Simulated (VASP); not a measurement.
Ga2SeS2: relaxation of cell and atoms with PBE

The system is Ga2SeS2.

```
Ga Se S
1.0
     4.29933    0.00000    0.00000
    -2.14966    3.72333    0.00000
     0.00000    0.00000    7.26202
Ga Se S
2 1 2
Direct
  0.33333 0.66667 0.26049
  0.66667 0.33333 0.73951
  0.00000 0.00000 0.00000
  0.33333 0.66667 0.63047
  0.66667 0.33333 0.36953
```

| Quantity | Value |
| --- | --- |
| Program | VASP 6.6.1 |
| Task | relaxation of cell and atoms |
| Functional | PBE |
| Potentials or basis | VASP PAW PBE potentials, release 64 (Ga_d, Se, S) |
| Cutoff | 600 eV |
| k mesh | 6 × 6 × 4 |
| Occupations | gaussian, width 0.1 eV |
| Spin | no spin polarisation |
| Dipole correction | no |
| Further INCAR settings | ALGO = Normal; EDIFF = 1e-07; IBRION = 2; EDIFFG = -0.04; NSW = 90; ISIF = 3 |

The relaxed volume is 21.81 Å³/atom and the relaxed cell is a = 3.614 Å, b = 3.614 Å, c = 9.640 Å, α = 90.00°, β = 90.00°, γ = 120.00°. The space group after relaxing (to 0.05 Å) is P-3m1 (No. 164), the energy gained by relaxing is 462.3 meV/atom and the ionic steps are 34. The pressure after relaxing is 0.1 GPa and the largest force after relaxing is 0.017 eV/Å. The band gap on the k mesh is zero (band 22 reaches 3.56 eV, above the bottom of band 23 at 3.33 eV).

Forces in eV/Å, atoms in the order of the input:
```
Ga   0.000  0.000 -0.017
Ga   0.000  0.000  0.017
Se   0.000  0.000  0.000
S    0.000  0.000  0.015
S    0.000  0.000 -0.015
```

Stress tensor (GPa, compression positive):
```
 0.18  0.00  0.00
 0.00  0.18  0.00
 0.00  0.00 -0.01
```

The path:
| step | energy change (eV) | largest force (eV/Å) | pressure (GPa) | volume (Å³) |
| --- | --- | --- | --- | --- |
| 1 | 0.0000 | 0.5006 | -6.75 | 116.25 |
| 2 | -0.5841 | 0.8474 | 0.12 | 100.45 |
| 3 | -0.6044 | 1.0265 | 2.10 | 97.76 |
| 4 | -0.9839 | 1.4298 | 3.31 | 95.77 |
| 5 | -1.4764 | 2.0473 | 13.90 | 88.09 |
| 6 | -1.5482 | 1.9104 | 10.58 | 89.92 |
| 7 | -1.7267 | 1.6733 | 8.94 | 91.20 |
| 8 | -2.0117 | 0.7441 | 4.78 | 94.88 |
| 9 | -2.0211 | 0.5049 | 3.95 | 95.71 |
| 10 | -2.0772 | 0.4576 | 2.81 | 96.84 |
| 11 | -2.1537 | 0.4220 | -0.20 | 100.22 |
| 12 | -2.1543 | 0.4257 | -0.43 | 100.51 |
| 13 | -2.1643 | 0.3782 | -0.22 | 100.32 |
| 14 | -2.1868 | 0.2976 | 0.45 | 99.77 |
| 15 | -2.1984 | 0.2658 | 1.91 | 98.67 |
| 16 | -2.2062 | 0.2241 | 1.70 | 99.04 |
| 17 | -2.2245 | 0.1024 | 1.13 | 100.15 |
| 18 | -2.2394 | 0.1265 | 0.03 | 102.40 |
| 19 | -2.2527 | 0.1197 | 0.07 | 102.67 |
| 20 | -2.2811 | 0.1175 | 0.17 | 103.46 |
| 21 | -2.2798 | 0.1522 | 0.61 | 104.87 |
| 22 | -2.2904 | 0.1285 | 0.36 | 104.17 |
| 23 | -2.2936 | 0.1276 | 0.00 | 105.04 |
| 24 | -2.2950 | 0.1252 | -0.65 | 106.73 |
| 25 | -2.2953 | 0.1255 | -0.51 | 106.30 |
| 26 | -2.2975 | 0.1098 | -0.37 | 106.39 |
| 27 | -2.3004 | 0.1864 | -0.01 | 106.64 |
| 28 | -2.3030 | 0.1310 | 0.02 | 106.71 |
| 29 | -2.3063 | 0.0221 | 0.12 | 106.85 |
| 30 | -2.3067 | 0.0445 | 0.16 | 106.91 |
| 31 | -2.3078 | 0.0614 | 0.06 | 107.35 |
| 32 | -2.3096 | 0.1106 | -0.26 | 108.68 |
| 33 | -2.3104 | 0.0867 | -0.16 | 108.77 |
| 34 | -2.3117 | 0.0168 | 0.11 | 109.05 |

Final structure:
```
Ga Se S
1.0
     3.61410    0.00000    0.00000
    -1.80705    3.12990    0.00000
     0.00000    0.00000    9.64036
Ga Se S
2 1 2
Direct
  0.33333 0.66667 0.19318
  0.66667 0.33333 0.80682
  0.00000 0.00000 0.00000
  0.33333 0.66667 0.68976
  0.66667 0.33333 0.31024
```

Levels at points of the mesh, in eV from the Fermi level:
```tsv
k point	band 19	band 20	band 21	band 22	band 23	band 24	band 25	band 26
(0.00, 0.00, 0.00)	-1.07	-0.73	0.04	0.04	1.32	2.91	3.79	4.99
(0.50, 0.00, 0.00)	-2.58	-2.29	-1.13	-0.58	-0.20	2.34	3.75	5.40
(0.00, 0.00, 0.50)	-1.08	-1.08	0.04	0.04	1.97	2.77	3.73	4.96
(0.50, 0.00, 0.50)	-2.67	-2.34	-0.82	-0.55	0.04	2.10	3.61	5.37
```

Run time: 20 min on 1 thread of Intel(R) Xeon(R) 6975P-C (Granite Rapids), with other jobs on the host, peak memory 0.35 GiB.

Caveat: this functional lacks dispersion, which binds the layers, so the pressure and a relaxed spacing across them are unreliable.
